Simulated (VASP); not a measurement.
Crystal: SiO2.

```
Si O
1.0
     4.98600    0.00000    0.00000
     0.00000    4.98600    0.00000
     0.00000    0.00000    6.97700
Si O
4 8
Direct
  0.29882 0.29882 0.00000
  0.20118 0.79882 0.25000
  0.70118 0.70118 0.50000
  0.79882 0.20118 0.75000
  0.24078 0.10171 0.17663
  0.39829 0.74078 0.42663
  0.75922 0.89829 0.67663
  0.60171 0.25922 0.92663
  0.74078 0.39829 0.57337
  0.89829 0.75922 0.32337
  0.25922 0.60171 0.07337
  0.10171 0.24078 0.82337
```

```yaml
Program: VASP 6.6.1
Task: relaxation of the atoms
Functional: PBE
Potentials_or_basis: VASP PAW PBE potentials, release 64 (Si, O)
Cutoff: 520 eV
k_mesh: 5 × 5 × 4
Occupations: fermi-dirac, width 0.02 eV
Spin: no spin polarisation
```

At the start: pressure 6.9 GPa; volume 14.45 Å³/atom.

**Question.** Where does the relaxation end?

**Answer.** Over 18 steps the energy falls by 10.1 meV/atom; space group P4_12_12 (No. 92, to 0.1 Å) before and after.

The path:
```
step  energy change (eV)  largest force (eV/Å)  pressure (GPa)
   1              0.0000                0.4666            6.87
   2             -0.0378                0.6139            5.33
   3             -0.0383                0.5541            5.48
   4             -0.0644                0.4353            4.70
   5             -0.0958                0.1858            2.49
   6             -0.0995                0.1942            2.43
   7             -0.1080                0.2192            2.27
   8             -0.1141                0.2657            1.94
   9             -0.1166                0.1844            1.87
  10             -0.1193                0.0666            1.69
  11             -0.1196                0.0610            1.66
  12             -0.1202                0.0469            1.57
  13             -0.1209                0.0346            1.39
  14             -0.1210                0.0409            1.31
  15             -0.1211                0.0393            1.25
  16             -0.1211                0.0256            1.27
  17             -0.1212                0.0230            1.24
  18             -0.1213                0.0148            1.16
```

Final structure:
```
CELL_PARAMETERS angstrom
4.98600 0.00000 0.00000
0.00000 4.98600 0.00000
0.00000 0.00000 6.97700
ATOMIC_POSITIONS crystal
Si 0.30340 0.30340 0.00000
Si 0.19660 0.80340 0.25000
Si 0.69660 0.69660 0.50000
Si 0.80340 0.19660 0.75000
O 0.23764 0.11281 0.18309
O 0.38719 0.73764 0.43309
O 0.76236 0.88719 0.68309
O 0.61281 0.26236 0.93309
O 0.73764 0.38719 0.56691
O 0.88719 0.76236 0.31691
O 0.26236 0.61281 0.06691
O 0.11281 0.23764 0.81691
```
